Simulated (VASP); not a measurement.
Wanted: the native input for a VASP 6.6.1 run.

```
Task                   : single point
Functional             : PBE
Potentials or basis    : VASP PAW PBE potentials, release 64 (Ag, O)
Cutoff                 : 520 eV
k mesh                 : 18 × 18 × 18
Occupations            : fermi-dirac, width 0.0612256 eV
Spin                   : no spin polarisation
Dipole correction      : no
Further INCAR settings : ALGO = Normal; EDIFF = 1e-06; NBANDS = 18
```

The structure of AgO2 (fluorite type) lies in POSCAR:

```
AgO2
1.0
    0.0000000000      2.5460649928      2.5460649928
    2.5460649928      0.0000000000      2.5460649928
    2.5460649928      2.5460649928      0.0000000000
Ag O
1 2
Direct
    0.0000000000      0.0000000000      0.0000000000
    0.2500000000      0.2500000000      0.2500000000
    0.7500000000      0.7500000000      0.7500000000
```

The input as run:

INCAR

```
SYSTEM = AgO2
  ALGO = Normal
  EDIFF = 1E-6
  ENCUT = 520
  GGA = PE
  ISIF = 2
  ISMEAR = -1
  LASPH = .TRUE.
  LCHARG = .FALSE.
  LREAL = .FALSE.
  LWAVE = .FALSE.
  NBANDS = 18
  NELM = 80
  PREC = Accurate
  SIGMA = 0.06122561905347299
```

KPOINTS

```
k-points
0
G
  18 18 18
  0 0 0
```

Potentials or basis: VASP PAW PBE potentials, release 64 (Ag, O).

Launch:

```bash
$ cat potpaw_PBE.64/Ag/POTCAR potpaw_PBE.64/O/POTCAR > POTCAR
$ mpirun -np 1 vasp_std > vasp.out
```

It gave:

| Item | Value |
| --- | --- |
| Pressure | 6.5 GPa |
| Band gap on the k mesh | zero (an odd number of electrons rules out a gap without spin polarisation) |

Caveat: the cell stands under pressure; an odd number of electrons without spin polarisation forces a metal; a magnetic or distorted state may lie lower.

It took 2 min on 1 thread of Intel(R) Xeon(R) Platinum 8488C (Sapphire Rapids) (shared host), peak memory 0.24 GiB.
